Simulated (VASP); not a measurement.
A run of VASP 6.6.1:

The input INCAR:

```
ALGO = Normal
EDIFF = 1E-6
ENCUT = 520
GGA = PE
ISIF = 2
ISMEAR = 0
LASPH = True
LCHARG = False
LREAL = Auto
LWAVE = False
NBANDS = 70
NELM = 80
PREC = Accurate
SIGMA = 0.02
```

File KPOINTS:

```
k-points
0
Gamma
  2 2 2
```

Contents of POSCAR:

```
Hf8CN6
1.0
   -3.1339080510     -5.4280879706      0.0000000000
    4.7008620255     -2.7140439558      0.0000000000
    0.0000000000      0.0000000000      5.4167680000
Hf N C
8 6 1
Direct
    0.5000000000      0.6572938168      0.7403600784
    0.5000000000      0.3427061832      0.2596399216
    0.2450927468      0.1713277611      0.7405993340
    0.2450927468      0.8286722389      0.2594006660
    0.0000000000      0.6703433711      0.7522746927
    0.0000000000      0.3296566289      0.2477253073
    0.7549072532      0.1713277611      0.7405993340
    0.7549072532      0.8286722389      0.2594006660
    0.7515342345      0.5000000000      0.0000000000
    0.7538243801      0.5000000000      0.5000000000
    0.2484657655      0.5000000000      0.0000000000
    0.2461756199      0.5000000000      0.5000000000
    0.0000000000      0.0000000000      0.0000000000
    0.0000000000      0.0000000000      0.5000000000
    0.5000000000      0.0000000000     -0.5000000000
```

Potentials or basis: VASP PAW PBE potentials, release 64 (Hf_pv, N, C).

Command:

```sh
$ cat potpaw_PBE.64/Hf_pv/POTCAR potpaw_PBE.64/N/POTCAR potpaw_PBE.64/C/POTCAR > POTCAR
$ mpirun -np 1 vasp_std > vasp.out
```

Hardware: 1 thread of AMD EPYC 9R45 96-Core Processor (Zen 5), with other jobs on the host.

Task: How long does it take, and how much memory?

Result: Run time: 96 s on 1 thread of AMD EPYC 9R45 96-Core Processor (Zen 5) (shared host), peak memory 0.27 GiB. Counts: scf iterations 15, k points 8.
